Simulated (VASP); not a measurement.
# HfN (Fm-3m) in VASP: further runs

HfN is run at these levels: r2SCAN; tasks: single point.

Program: VASP 6.6.1. These are calculated values, not measurements. Logs are shortened: lines on timing, memory, paths and dates and some standing lists are left out, and cuts for length are marked.

### 1 The cell of the first run

It takes space group Fm-3m (No. 225, cubic). The conventional cell has a = 4.482 Å, b = 4.482 Å, c = 4.482 Å, α = 90.00°, β = 90.00°, γ = 90.00°. Hf (site symmetry m-3m) has 6 N at 2.24 Å within 3.0 Å. Within 3.0 Å of N (site symmetry m-3m) lie 6 Hf at 2.24 Å.

### 2 Single point, r2SCAN (11.25 Å³/atom)

File POSCAR:

```
HfN
1.0
    0.0000000000      2.2408586042      2.2408586042
    2.2408586042      0.0000000000      2.2408586042
    2.2408586042      2.2408586042      0.0000000000
Hf N
1 1
Direct
    0.0000000000      0.0000000000      0.0000000000
    0.5000000000      0.5000000000      0.5000000000
```

File INCAR.step1:

```
PREC     = Accurate       # precision mode
ENCUT    = 660            # plane-wave cutoff, eV
ISMEAR   = -1             # smearing method
SIGMA    = 0.05           # smearing width, eV
LREAL    = False          # projectors in reciprocal space
LASPH    = True           # aspherical terms in the spheres
NELM     = 120            # most SCF steps
NBANDS   = 14             # bands
GGA      = PE             # functional
ALGO     = Normal         # electronic algorithm
EDIFF    = 1E-5           # SCF threshold, eV
LWAVE    = True           # write WAVECAR
LCHARG   = False          # write CHGCAR
GGA_COMPAT= False
```

File INCAR.step2:

```
PREC     = Accurate       # precision mode
ENCUT    = 660            # plane-wave cutoff, eV
EDIFF    = 1E-6           # SCF threshold, eV
ISMEAR   = -1             # smearing method
SIGMA    = 0.05           # smearing width, eV
LREAL    = False          # projectors in reciprocal space
LASPH    = True           # aspherical terms in the spheres
NELM     = 120            # most SCF steps
ALGO     = Normal         # electronic algorithm
ISIF     = 2              # what is computed and relaxed
LWAVE    = False          # write WAVECAR
LCHARG   = True           # write CHGCAR
METAGGA  = R2SCAN         # meta-GGA
LMIXTAU  = True         
LELF     = True           # ELF
LVHAR    = True         
NBANDS   = 14             # bands
ISTART   = 1            
GGA_COMPAT= False
```

File KPOINTS:

```
regular mesh
0
Gamma
  10 10 10
```

Potentials or basis: VASP PAW PBE potentials, release 64 (Hf_pv, N).

On the command line:

```bash
> cat potpaw_PBE.64/Hf_pv/POTCAR potpaw_PBE.64/N/POTCAR > POTCAR
> cp INCAR.step1 INCAR
> mpirun -np 1 vasp_std > vasp.out
> cp INCAR.step2 INCAR
> mpirun -np 1 vasp_std > vasp.out
```

OUTCAR:

```text
PREC = Accurate
   ENCUT = 660
   EDIFF = 1E-6
   ISMEAR = -1
   LREAL = False
   LASPH = True
   NELM = 120
   ISIF = 2
   METAGGA = R2SCAN
   ISTART = 1

 ion  position               nearest neighbor table
   1  0.000  0.000  0.000-   2 2.24   2 2.24   2 2.24   2 2.24   2 2.24   2 2.24
   2  0.500  0.500  0.500-   1 2.24   1 2.24   1 2.24   1 2.24   1 2.24   1 2.24

  LATTYP: Found a face centered cubic cell.
 ALAT       =     4.4817172084

  Lattice vectors:

 A1 = (   0.0000000000,   2.2408586042,   2.2408586042)
 A2 = (   2.2408586042,   0.0000000000,   2.2408586042)
 A3 = (   2.2408586042,   2.2408586042,   0.0000000000)

Analysis of symmetry for initial positions (statically):
=====================================================================
 Subroutine PRICEL returns:
 Original cell was already a primitive cell.

 Routine SETGRP: Setting up the symmetry group for a
 face centered cubic supercell.

 Subroutine GETGRP returns: Found 48 space group operations
 (whereof 48 operations were pure point group operations)
 out of a pool of 48 trial point group operations.

The static configuration has the point symmetry O_h .

Analysis of symmetry for dynamics (positions and initial velocities):
=====================================================================
 Subroutine PRICEL returns:
 Original cell was already a primitive cell.

 Routine SETGRP: Setting up the symmetry group for a
 face centered cubic supercell.

 Subroutine GETGRP returns: Found 48 space group operations
 (whereof 48 operations were pure point group operations)
 out of a pool of 48 trial point group operations.

The dynamic configuration has the point symmetry O_h .

 Subroutine INISYM returns: Found 48 space group operations
 (whereof 48 operations are pure point group operations),
 and found     1 'primitive' translations

----------------------------------------------------------------------------------------

                                     Primitive cell

  volume of cell :      22.5047

  direct lattice vectors                    reciprocal lattice vectors
     0.000000000  2.240858604  2.240858604    -0.223128759  0.223128759  0.223128759
     2.240858604  0.000000000  2.240858604     0.223128759 -0.223128759  0.223128759
     2.240858604  2.240858604  0.000000000     0.223128759  0.223128759 -0.223128759

  length of vectors
     3.169052629  3.169052629  3.169052629     0.386470348  0.386470348  0.386470348

  position of ions in fractional coordinates (direct lattice)
     0.000000000  0.000000000  0.000000000
     0.500000000  0.500000000  0.500000000

  ion indices of the primitive-cell ions
   primitive index   ion index
                 1           1
                 2           2

----------------------------------------------------------------------------------------

 KPOINTS: regular mesh

Automatic generation of k-mesh.
 Grid dimensions read from file:
 generate k-points for:   10   10   10

 Generating k-lattice:

  Cartesian coordinates                     Fractional coordinates (reciprocal lattice)
    -0.022312876  0.022312876  0.022312876     0.100000000  0.000000000  0.000000000
     0.022312876 -0.022312876  0.022312876     0.000000000  0.100000000  0.000000000
     0.022312876  0.022312876 -0.022312876     0.000000000  0.000000000  0.100000000

  Length of vectors
     0.038647035  0.038647035  0.038647035

  Shift w.r.t. Gamma in fractional coordinates (k-lattice)
     0.000000000  0.000000000  0.000000000

 Subroutine IBZKPT returns following result:
 ===========================================

 Found     47 irreducible k-points:

 Following reciprocal coordinates:
            Coordinates               Weight
  0.000000  0.000000  0.000000      1.000000
  0.100000  0.000000  0.000000      8.000000
  0.200000  0.000000  0.000000      8.000000
  0.300000  0.000000  0.000000      8.000000
  0.400000  0.000000  0.000000      8.000000
  0.500000  0.000000  0.000000      4.000000
[... 16 lines left out ...]
  0.300000  0.300000  0.000000      6.000000
  0.400000  0.300000  0.000000     24.000000
 [... further k-points ...]
   k-points           NKPTS =     47   k-points in BZ     NKDIM =     47   number of bands    NBANDS=     14
   number of dos      NEDOS =    301   number of ions     NIONS =      2
   total plane-waves  NPLWV =  21952
   dimension x,y,z NGX =    28 NGY =   28 NGZ =   28
   dimension x,y,z NGXF=    56 NGYF=   56 NGZF=   56
   ions per type =               1   1
   NGX,Y,Z   is equivalent  to a cutoff of  14.69, 14.69, 14.69 a.u.
   NGXF,Y,Z  is equivalent  to a cutoff of  29.38, 29.38, 29.38 a.u.
 SYSTEM =  unknown system
   PREC   = accura    normal or accurate (medium, high low for compatibility)
   ISTART =      1    job   : 0-new  1-cont  2-samecut
   ICHARG =      0    charge: 1-file 2-atom 10-const
   ISPIN  =      1    spin polarized calculation?
   LNONCOLLINEAR =      F non collinear calculations
   LSORBIT =      F    spin-orbit coupling
   LASPH  =      T    aspherical Exc in radial PAW
   ENCUT  =  660.0 eV  48.51 Ry    6.96 a.u.   6.64  6.64  6.64*2*pi/ulx,y,z
   NELM   =    120;   NELMIN=  2; NELMDL=  0     # of ELM steps
   EDIFF  = 0.1E-05   stopping-criterion for ELM
   LREAL  =      F    real-space projection
   EDIFFG = 0.1E-04   stopping-criterion for IOM
   NSW    =      0    number of steps for IOM
   IBRION =     -1    ionic relax: 0-MD 1-quasi-New 2-CG
   NFREE  =      0    steps in history (QN), initial steepest desc. (CG)
   ISIF   =      2    stress and relaxation
   ISYM   =      2    0-nonsym 1-usesym 2-fastsym
   POTIM  = 0.5000    time-step for ionic-motion
   TEBEG  =    0.0;   TEEND  =   0.0 temperature during run
   PSTRESS=    0.0 pullay stress
   NELECT =      15.0000    total number of electrons
   NUPDOWN=      -1.0000    fix difference up-down
   EMIN   =  10.00;   EMAX   =-10.00  energy-range for DOS
   EFERMI =   0.00;   METHOD = LEGACY
   ISMEAR =    -1;   SIGMA  =   0.05  broadening in eV -4-tet -1-fermi 0-gaus
   EFERMI_NEDOS =   21; number of points for ismear=-14 and -15
   IALGO  =     38    algorithm
   IMIX   =      4    mixing-type and parameters
     AMIX     =   0.40;   BMIX     =  1.00
     AMIX_MAG =   1.60;   BMIX_MAG =  1.00
  volume/ion in A,a.u.               =      11.25        75.93
  Fermi-wavevector in a.u.,A,eV,Ry     =   1.430038  2.702379 27.824018  2.045008
  Thomas-Fermi vector in A             =   2.549926
   LORBIT       =      0    0 simple, 1 ext, 2 COOP (PROOUT), +10 PAW based schemes
   METAGGA = R2SCAN    functional components
   LHFCALC =     F    Hartree Fock is set to
   AEXX    =    0.0000 exact exchange contribution
   IVDW    =     0    specifies the selected vdW correction
   LEPSILON=     F    determine dielectric tensor
   LRPA    =     F    only Hartree local field effects (RPA)
 non-spin polarized calculation
  energy-cutoff  :      660.00
  volume of cell :       22.50
 maximum number of plane-waves:       893
   NGX = 13   NGY = 13   NGZ = 13

 number of electron      15.0000002 magnetization

 Free energy of the ion-electron system (eV)
  ---------------------------------------------------
  ext. energy  EPLUGINS =         0.00000000
  ---------------------------------------------------
  free energy    TOTEN  =       -58.22235614 eV

  energy without entropy =      -58.21599279  energy(sigma->0) =      -58.21917446

 E-fermi :   8.7829     XC(G=0): -13.7032

 val. band max:        8.7450933920   @ k =  -0.4000   0.3000   0.0000
 cond. band min:       8.7838226042   @ k =  -0.1000   0.1000   0.0000
 fundamental gap:      0.0387292122
 Fermi energy:         8.7828682324

 k-point     1 :       0.0000    0.0000    0.0000
  band No.  band energies     occupation
      1     -23.6849      2.00000
      2     -23.6849      2.00000
      3     -23.6849      2.00000
      4     -10.1027      2.00000
      5       5.2863      2.00000
      6       5.2863      2.00000
      7       5.2863      2.00000
      8       8.3967      1.99912
      9       8.3967      1.99912
     10       8.3967      1.99912
     11      10.8201      0.00000
     12      10.8201      0.00000
     13      11.0562      0.00000
     14      18.8703      0.00000

 k-point     2 :       0.1000    0.0000    0.0000
  band No.  band energies     occupation
      1     -23.7969      2.00000
      2     -23.6935      2.00000
      3     -23.6935      2.00000
      4      -9.8623      2.00000
      5       4.3690      2.00000
      6       4.7278      2.00000
      7       4.7278      2.00000
      8       8.6313      1.90797
      9       8.7359      1.43780
     10       8.7359      1.43780
     11      11.5932      0.00000
     12      11.5932      0.00000
     13      11.7555      0.00000
     14      19.6703      0.00000

 k-point     3 :       0.2000    0.0000    0.0000
  band No.  band energies     occupation
      1     -24.0780      2.00000
      2     -23.7158      2.00000
      3     -23.7158      2.00000
      4      -9.2194      2.00000
      5       2.6493      2.00000
      6       3.6887      2.00000
      7       3.6887      2.00000
      8       9.0527      0.00902
      9       9.5913      0.00000
     10       9.5913      0.00000
     11      13.2427      0.00000
     12      13.3598      0.00000
     13      13.3598      0.00000
     14      19.8536      0.00000

 k-point     4 :       0.3000    0.0000    0.0000
  band No.  band energies     occupation
      1     -24.4040      2.00000
      2     -23.7432      2.00000
      3     -23.7432      2.00000
      4      -8.3735      2.00000
      5       0.9842      2.00000
      6       2.7693      2.00000
      7       2.7693      2.00000
      8       9.8273      0.00000
      9      10.8046      0.00000
     10      10.8046      0.00000
     11      14.4946      0.00000
     12      15.4046      0.00000
     13      15.4046      0.00000
     14      19.8534      0.00000

 k-point     5 :       0.4000    0.0000    0.0000
  band No.  band energies     occupation
      1     -24.6530      2.00000
      2     -23.7651      2.00000
      3     -23.7651      2.00000
      4      -7.6063      2.00000
      5      -0.2585      2.00000
      6       2.1724      2.00000
      7       2.1724      2.00000
      8      11.0793      0.00000
      9      12.0591      0.00000
     10      12.0591      0.00000
     11      14.4460      0.00000
[... 276 lines left out ...]
 k-point    22 :      -0.2000    0.2000    0.0000
  band No.  band energies     occupation
      1     -24.3438      2.00000
      2     -23.9420      2.00000
      3     -23.7306      2.00000
      4      -8.3289      2.00000
      5       0.9019      2.00000
      6       2.4874      2.00000
      7       3.3139      2.00000
      8       9.8633      0.00000
      9      10.1773      0.00000
     10      12.2717      0.00000
     11      12.7041      0.00000
     12      15.8615      0.00000
     13      16.9780      0.00000
     14      19.8535      0.00000

 k-point    23 :       0.3000    0.3000    0.0000
  band No.  band energies     occupation
      1     -24.3027      2.00000
      2     -23.9039      2.00000
      3     -23.9039      2.00000
      4      -8.7992      2.00000
      5       1.3534      2.00000
      6       4.4161      2.00000
      7       4.4161      2.00000
      8       5.6956      2.00000
      9      12.1475      0.00000
     10      12.9834      0.00000
     11      13.0582      0.00000
     12      13.0582      0.00000
     13      18.4472      0.00000
     14      19.8535      0.00000

 k-point    24 :       0.4000    0.3000    0.0000
  band No.  band energies     occupation
      1     -24.4198      2.00000
      2     -23.9697      2.00000
      3     -23.9379      2.00000
      4      -8.7003      2.00000
      5       1.5858      2.00000
      6       3.6895      2.00000
      7       4.1410      2.00000
      8       6.1062      2.00000
      9      13.0163      0.00000
     10      13.6153      0.00000
     11      13.7345      0.00000
     12      14.0171      0.00000
     13      18.6155      0.00000
     14      19.8531      0.00000

 [... further k-points ...]

------------------------ aborting loop because EDIFF is reached ----------------------------------------

  FORCE on cell =-STRESS in cart. coord.  units (eV):
  Direction    XX          YY          ZZ          XY          YZ          ZX
  --------------------------------------------------------------------------------------
  -------------------------------------------------------------------------------------
  Total        0.8517649      0.8517649      0.8517649      0.0000000      0.0000000      0.0000000
  in kB       60.6396923     60.6396923     60.6396923      0.0000000      0.0000000      0.0000000
  external PRESSURE =      60.6396923 kB  Pullay stress =       0.0000000 kB

 VOLUME and BASIS-vectors are now :
 -----------------------------------------------------------------------------
  energy-cutoff  :      660.00
  volume of cell :       22.50
      direct lattice vectors                 reciprocal lattice vectors
     0.000000000  2.240858604  2.240858604    -0.223128759  0.223128759  0.223128759
     2.240858604  0.000000000  2.240858604     0.223128759 -0.223128759  0.223128759
     2.240858604  2.240858604  0.000000000     0.223128759  0.223128759 -0.223128759

 POSITION                                       TOTAL-FORCE (eV/Angst)
 -----------------------------------------------------------------------------------
      0.00000      0.00000      0.00000        -0.000000      0.000000      0.000000
      2.24086      2.24086      2.24086         0.000000     -0.000000     -0.000000
 -----------------------------------------------------------------------------------
    total drift:                                0.000000      0.000000      0.000000

  FREE ENERGIE OF THE ION-ELECTRON SYSTEM (eV)
  ---------------------------------------------------
  free  energy   TOTEN  =       -58.2223561379 eV

  energy  without entropy=      -58.2159927877  energy(sigma->0) =      -58.21917446
```

Run time: 1.9 min. Hardware: 1 thread of Intel Xeon Platinum 8259CL at 2.50GHz (Skylake/Cascade Lake), shared host; peak memory 0.18 GiB.

Results:

```yaml
Free_energy: -58.2224 eV
Pressure: 6.1 GPa
Band_gap_on_the_k_mesh: zero (an odd number of electrons rules out a gap without spin polarisation)
```

Caveat: the cell stands under pressure; the PAW data sets were made with another functional, which shifts forces and pressure a little; spin-orbit coupling is left out, which moves the levels of the heavy elements; an odd number of electrons without spin polarisation forces a metal; a magnetic or distorted state may lie lower.

### 3 Single point, r2SCAN (12.17 Å³/atom)

This run uses another cell than the first one, of 12.17 Å³/atom.

File POSCAR:

```
HfN
1.0
    0.0000000000      2.3002465274      2.3002465274
    2.3002465274      0.0000000000      2.3002465274
    2.3002465274      2.3002465274      0.0000000000
Hf N
1 1
Direct
    0.0000000000      0.0000000000      0.0000000000
    0.5000000000      0.5000000000      0.5000000000
```

File INCAR.step1:

```
SYSTEM = HfN
ALGO     = Normal         ! electronic algorithm
EDIFF    = 1E-5           ! SCF threshold, eV
ENCUT    = 660            ! plane-wave cutoff, eV
GGA      = PE             ! functional
GGA_COMPAT= .FALSE.      
ISMEAR   = -1             ! smearing method
LASPH    = .TRUE.         ! aspherical terms in the spheres
LCHARG   = .FALSE.        ! write CHGCAR
LREAL    = .FALSE.        ! projectors in reciprocal space
LWAVE    = .TRUE.         ! write WAVECAR
NBANDS   = 14             ! bands
NELM     = 120            ! most SCF steps
PREC     = Accurate       ! precision mode
SIGMA    = 0.05           ! smearing width, eV
```

File INCAR.step2:

```
SYSTEM = HfN
ALGO     = Normal         ! electronic algorithm
EDIFF    = 1E-6           ! SCF threshold, eV
ENCUT    = 660            ! plane-wave cutoff, eV
GGA_COMPAT= .FALSE.      
ISIF     = 2              ! what is computed and relaxed
ISMEAR   = -1             ! smearing method
ISTART   = 1            
LASPH    = .TRUE.         ! aspherical terms in the spheres
LCHARG   = .FALSE.        ! write CHGCAR
LMIXTAU  = .TRUE.       
LREAL    = .FALSE.        ! projectors in reciprocal space
LWAVE    = .FALSE.        ! write WAVECAR
METAGGA  = R2SCAN         ! meta-GGA
NBANDS   = 14             ! bands
NELM     = 120            ! most SCF steps
PREC     = Accurate       ! precision mode
SIGMA    = 0.05           ! smearing width, eV
```

File KPOINTS:

```
k-points
0
G
  10 10 10
  0 0 0
```

Potentials or basis: VASP PAW PBE potentials, release 64 (Hf_pv, N).

On the command line:

```bash
> cat potpaw_PBE.64/Hf_pv/POTCAR potpaw_PBE.64/N/POTCAR > POTCAR
> cp INCAR.step1 INCAR
> mpirun -np 1 vasp_std > vasp.out
> cp INCAR.step2 INCAR
> mpirun -np 1 vasp_std > vasp.out
```

It took 96 s on 1 thread of Intel Xeon Platinum 8259CL at 2.50GHz (Skylake/Cascade Lake), shared host; peak memory 0.18 GiB.

Results (log left out):

```
Free energy            : -58.1650 eV
Pressure               : -15.0 GPa
Band gap on the k mesh : zero (an odd number of electrons rules out a gap without spin polarisation)
```

Levels at points of the mesh, in eV from the Fermi level:
```tsv
k point	band 6	band 7	band 8	band 9	band 10	band 11
(0.00, 0.00, 0.00)	-3.38	-3.38	-0.34	-0.34	-0.34	1.52
(0.50, 0.00, 0.00)	-6.40	-6.40	3.11	3.47	3.47	4.30
(0.50, 0.50, 0.00)	-4.12	-4.12	-3.68	3.83	5.11	5.11
```

Caveat: the cell stands under tension; the PAW data sets were made with another functional, which shifts forces and pressure a little; spin-orbit coupling is left out, which moves the levels of the heavy elements; an odd number of electrons without spin polarisation forces a metal; a magnetic or distorted state may lie lower.

The gap in the log of VASP goes by the Fermi energy; the results here count the filled bands.